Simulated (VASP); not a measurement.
Here is a VASP 6.6.1 calculation.

File INCAR:

```
SYSTEM = TePb
PREC = Accurate
ENCUT = 520
EDIFF = 1E-6
ISMEAR = 0
SIGMA = 0.01
LREAL = .False.
LASPH = .True.
NELM = 100
ALGO = Normal
ISIF = 2
LWAVE = .False.
LCHARG = .False.
GGA = PE
NBANDS = 17
```

The input KPOINTS:

```
Automatic mesh
0
Gamma
  4 4 4
  0 0 0
```

Contents of POSCAR:

```
TePb
1.0
    0.0000000000      3.2351584803      3.2351584803
    3.2351584803      0.0000000000      3.2351584803
    3.2351584803      3.2351584803      0.0000000000
Pb Te
1 1
Direct
    0.0000000000      0.0000000000      0.0000000000
    0.5000000000      0.5000000000      0.5000000000
```

Potentials or basis: VASP PAW PBE potentials, release 64 (Pb_d, Te).

Launch:

```console
$ cat potpaw_PBE.64/Pb_d/POTCAR potpaw_PBE.64/Te/POTCAR > POTCAR
$ mpirun -np 1 vasp_std > vasp.out
```

**Question.** Estimate the band gap on the k mesh.

**Answer.** 0.74 eV, direct.

**Question.** Predict the pressure.

**Answer.** 1.9 GPa.

Caveat: the k points lie up to 0.42 Å⁻¹ apart; the cell differs from its parent crystal (strain -1.0%); spin-orbit coupling is left out, which moves the levels of the heavy elements. A k mesh can miss the band edges.
